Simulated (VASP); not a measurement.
# Sb2S (P6/mmm) in VASP: a series of runs, part 2 of 2

VASP 6.6.1. Earlier steps stand in the parts before.

## 3. Single point, PBE

This run uses another cell than the first one, of 23.89 Å³/atom, 0.978 times its volume.

Input file INCAR:

```
  ALGO = Normal
  EDIFF = 1E-7
  ENCUT = 520
  GGA = PE
  ISIF = 2
  ISMEAR = 0
  LASPH = T
  LCHARG = F
  LREAL = F
  LWAVE = F
  NBANDS = 15
  NELM = 100
  PREC = Accurate
  SIGMA = 0.1
```

Input file KPOINTS:

```
k-points
0
Gamma
  12 12 14
```

Input file POSCAR:

```
Sb2S
1.0
    5.2210326007     -0.0000000031      0.0000000000
   -2.6105162977      4.5215468678      0.0000000000
    0.0000000000      0.0000000000      3.0359495710
Sb S
2 1
Direct
    0.3333333333      0.6666666667      0.5000000000
    0.6666666667      0.3333333333      0.5000000000
    0.0000000000      0.0000000000      0.0000000000
```

Potentials or basis: VASP PAW PBE potentials, release 64 (Sb, S).

The run is started by

```sh
cat potpaw_PBE.64/Sb/POTCAR potpaw_PBE.64/S/POTCAR > POTCAR
mpirun -np 1 vasp_std > vasp.out
```

OUTCAR:

```text
EDIFF = 1E-7
   ENCUT = 520
   GGA = PE
   ISIF = 2
   ISMEAR = 0
   LASPH = T
   LREAL = F
   NELM = 100
   PREC = Accurate

 ion  position               nearest neighbor table
   1  0.333  0.667  0.500-   2 3.01   2 3.01   2 3.01
   2  0.667  0.333  0.500-   1 3.01   1 3.01   1 3.01
   3  0.000  0.000  0.000-

  LATTYP: Found a hexagonal cell.
 ALAT       =     5.2210326007
 C/A-ratio  =     0.5814845076

  Lattice vectors:

[... 614 lines left out ...]
     11      11.3594      0.00000
     12      13.1698      0.00000
     13      15.8571      0.00000
     14      15.9779      0.00000
     15      16.5813      0.00000

 [... further k-points ...]
[... 5 lines left out ...]
  --------------------------------------------------------------------------------------
  -------------------------------------------------------------------------------------
  Total       -0.0498888     -0.0498888     -0.0577587      0.0000000      0.0000000      0.0000000
  in kB       -1.1152590     -1.1152590     -1.2911888      0.0000000      0.0000000      0.0000000
  external PRESSURE =      -1.1739022 kB  Pullay stress =       0.0000000 kB

 VOLUME and BASIS-vectors are now :
 -----------------------------------------------------------------------------
  energy-cutoff  :      520.00
  volume of cell :       71.67
      direct lattice vectors                 reciprocal lattice vectors
     5.221032601 -0.000000003  0.000000000     0.191532993  0.110581625  0.000000000
    -2.610516298  4.521546868  0.000000000     0.000000000  0.221163250  0.000000000
     0.000000000  0.000000000  3.035949571     0.000000000  0.000000000  0.329386235

 POSITION                                       TOTAL-FORCE (eV/Angst)
 -----------------------------------------------------------------------------------
      0.00000      3.01436      1.51797        -0.000000     -0.000000      0.000000
      2.61052      1.50718      1.51797         0.000000      0.000000      0.000000
      0.00000      0.00000      0.00000        -0.000000      0.000000      0.000000
 -----------------------------------------------------------------------------------
    total drift:                                0.000000     -0.000000      0.000000

  FREE ENERGIE OF THE ION-ELECTRON SYSTEM (eV)
  ---------------------------------------------------
  free  energy   TOTEN  =       -11.4202364295 eV

  energy  without entropy=      -11.4108887760  energy(sigma->0) =      -11.41556260
```

OSZICAR:

```text
N       E                     dE             d eps       ncg     rms          rms(c)
DAV:   1     0.637156367248E+02    0.63716E+02   -0.55641E+03  4560   0.860E+02
DAV:   2    -0.736344892812E+01   -0.71079E+02   -0.66095E+02  6071   0.141E+02
DAV:   3    -0.117583243201E+02   -0.43949E+01   -0.43215E+01  5673   0.380E+01
DAV:   4    -0.117973153883E+02   -0.38991E-01   -0.38960E-01  5862   0.441E+00
DAV:   5    -0.117978286897E+02   -0.51330E-03   -0.51327E-03  6184   0.521E-01    0.556E+00
DAV:   6    -0.114449649873E+02    0.35286E+00   -0.14876E+00  5800   0.609E+00    0.355E+00
DAV:   7    -0.114208985795E+02    0.24066E-01   -0.16595E-01  5449   0.242E+00    0.213E+00
DAV:   8    -0.114205200781E+02    0.37850E-03   -0.41386E-02  5764   0.121E+00    0.277E-01
DAV:   9    -0.114201177289E+02    0.40235E-03   -0.15427E-03  6044   0.243E-01    0.162E-01
DAV:  10    -0.114202455102E+02   -0.12778E-03   -0.59939E-04  5666   0.140E-01    0.426E-02
DAV:  11    -0.114202415307E+02    0.39795E-05   -0.11945E-05  6093   0.220E-02    0.277E-02
DAV:  12    -0.114202377855E+02    0.37452E-05   -0.23134E-06  6009   0.830E-03    0.107E-02
DAV:  13    -0.114202364710E+02    0.13145E-05   -0.92412E-07  5855   0.532E-03    0.712E-04
DAV:  14    -0.114202364295E+02    0.41531E-07   -0.22890E-08  3442   0.909E-04
   1 F= -.11420236E+02 E0= -.11415563E+02  d E =-.934765E-02
```

stdout:

```text
POSCAR found type information on POSCAR SbS
 POSCAR found :  2 types and       3 ions
 scaLAPACK will be used
 LDA part: xc-table for (Slater+PW92), standard interpolation
 POSCAR, INCAR and KPOINTS ok, starting setup
 FFT: planning ... GRIDC
 FFT: planning ... GRID_SOFT
 FFT: planning ... GRID
 WAVECAR not read
 entering main loop
```

It took 62 s on 1 thread of Intel Xeon 6975P-C (Granite Rapids), shared host; peak memory 0.29 GiB.

Results:

* Free energy: -11.4202 eV
* Pressure: -0.1 GPa
* Band gap on the k mesh: zero (band 8 reaches 9.03 eV, above the bottom of band 9 at 5.67 eV)

Levels at points of the mesh, in eV from the Fermi level:
| k point | band 6 | band 7 | band 8 | band 9 | band 10 | band 11 |
| --- | --- | --- | --- | --- | --- | --- |
| (0.00, 0.00, 0.00) | -3.73 | -3.73 | 0.79 | 4.10 | 4.10 | 4.75 |
| (0.50, 0.00, 0.00) | -1.38 | -0.09 | 1.04 | 2.13 | 2.15 | 4.84 |
| (0.00, 0.00, 0.50) | -2.00 | -1.61 | -1.61 | -1.54 | -1.54 | 1.62 |
| (0.50, 0.00, 0.50) | -3.41 | -2.39 | -1.83 | 0.24 | 1.60 | 4.02 |

Caveat: spin-orbit coupling is left out, which moves the levels of the heavy elements.

## 4. Relaxation of cell and atoms, PBE

Input file INCAR:

```
SYSTEM = Sb2S
ALGO = Normal
EDIFF = 1E-6
EDIFFG = -0.01
ENCUT = 600
GGA = PE
IBRION = 2
ISIF = 3
ISMEAR = 0
LASPH = .True.
LCHARG = .False.
LREAL = .False.
LWAVE = .False.
NELM = 100
NSW = 100
PREC = Accurate
SIGMA = 0.1
```

Input file KPOINTS:

```
k-points
0
Gamma
  12 12 14
  0 0 0
```

Input file POSCAR:

```
Sb2S
1.0
    4.8955535100      0.0000000000      0.0000000000
   -2.4477767500      4.2396737000      0.0000000000
    0.0000000000      0.0000000000      3.5306538500
Sb S
2 1
Direct
    0.3333333300      0.6666666700      0.5000000000
    0.6666666700      0.3333333300      0.5000000000
    0.0000000000      0.0000000000      0.0000000000
```

The run is started by

```sh
cat potpaw_PBE.64/Sb/POTCAR potpaw_PBE.64/S/POTCAR > POTCAR
mpirun -np 1 vasp_std > vasp.out
```

It took 6.2 min on 1 thread of Intel Xeon 6975P-C (Granite Rapids), shared host; peak memory 0.33 GiB.

Results (log left out):

```
Free energy                            : -11.4202 eV
Relaxed volume                         : 23.86 Å³/atom
Relaxed cell                           : a = 5.220 Å, b = 5.220 Å, c = 3.034 Å, α = 90.00°, β = 90.00°, γ = 120.00°
Space group after relaxing (to 0.05 Å) : P6/mmm (No. 191)
Energy gained by relaxing              : 80.8 meV/atom
Ionic steps                            : 14
Pressure after relaxing                : 0.0 GPa
Band gap on the k mesh                 : zero (band 8 reaches 9.04 eV, above the bottom of band 9 at 5.69 eV)
```

The path:
```
step  energy change (eV)  largest force (eV/Å)  pressure (GPa)  volume (Å³)
   1              0.0000                0.0000            1.85        73.28
   2             -0.0945                0.0000           -2.22        76.21
   3             -0.0947                0.0000           -2.02        76.03
   4             -0.1328                0.0000           -0.48        73.34
   5             -0.1506                0.0000            1.88        70.24
   6             -0.1743                0.0000            2.06        69.81
   7             -0.2169                0.0000            2.83        68.82
   8             -0.2127                0.0000            3.17        68.49
   9             -0.2172                0.0000            2.91        68.73
  10             -0.2374                0.0000            1.02        70.49
  11             -0.2379                0.0000            0.68        70.85
  12             -0.2417                0.0000            0.25        71.28
  13             -0.2425                0.0000           -0.06        71.62
  14             -0.2425                0.0000           -0.04        71.59
```

Final structure:
```cif
data_structure
_symmetry_space_group_name_H-M 'P 1'
_symmetry_Int_Tables_number 1
_cell_length_a 5.2197
_cell_length_b 5.2197
_cell_length_c 3.0340
_cell_angle_alpha 90.000
_cell_angle_beta 90.000
_cell_angle_gamma 120.000
_cell_volume 71.59
loop_
_atom_site_label
_atom_site_type_symbol
_atom_site_fract_x
_atom_site_fract_y
_atom_site_fract_z
_atom_site_occupancy
Sb1 Sb 0.33333 0.66667 0.50000 1
Sb2 Sb 0.66667 0.33333 0.50000 1
S1 S 0.00000 0.00000 0.00000 1
```

Levels at points of the mesh, in eV from the Fermi level:
| k point | band 6 | band 7 | band 8 | band 9 | band 10 | band 11 |
| --- | --- | --- | --- | --- | --- | --- |
| (0.00, 0.00, 0.00) | -3.73 | -3.73 | 0.80 | 4.10 | 4.10 | 4.77 |
| (0.50, 0.00, 0.00) | -1.38 | -0.09 | 1.05 | 2.13 | 2.15 | 4.86 |
| (0.00, 0.00, 0.50) | -2.01 | -1.61 | -1.61 | -1.55 | -1.55 | 1.62 |
| (0.50, 0.00, 0.50) | -3.42 | -2.39 | -1.84 | 0.24 | 1.61 | 4.03 |

Caveat: spin-orbit coupling is left out, which moves the levels of the heavy elements.

## 5. The runs side by side

| task | cell | k mesh | cutoff (eV) | gap on the mesh (eV) | pressure (GPa) |
| --- | --- | --- | --- | --- | --- |
| single point | a = 4.896, b = 4.896, c = 3.531 Å, angles 90.0, 90.0, 120.0°, 3 atoms | 6 × 6 × 6 | 520 | none | 1.8 |
| single point | a = 5.221, b = 5.221, c = 3.036 Å, angles 90.0, 90.0, 120.0°, 3 atoms | 12 × 12 × 14 | 520 | none | -0.1 |
| relaxation of cell and atoms | relaxed from a = 4.896, b = 4.896, c = 3.531 Å, angles 90.0, 90.0, 120.0°, 3 atoms | 12 × 12 × 14 | 600 | none | 0.0 |

Alike in all rows: level PBE; potentials or basis VASP PAW PBE potentials, release 64 (Sb, S); no spin polarisation; smearing gaussian 0.1 eV.

Caveats: spin-orbit coupling is left out, which moves the levels of the heavy elements.

Total energies depend on the potentials used, so only differences within one code and one set of settings carry meaning.
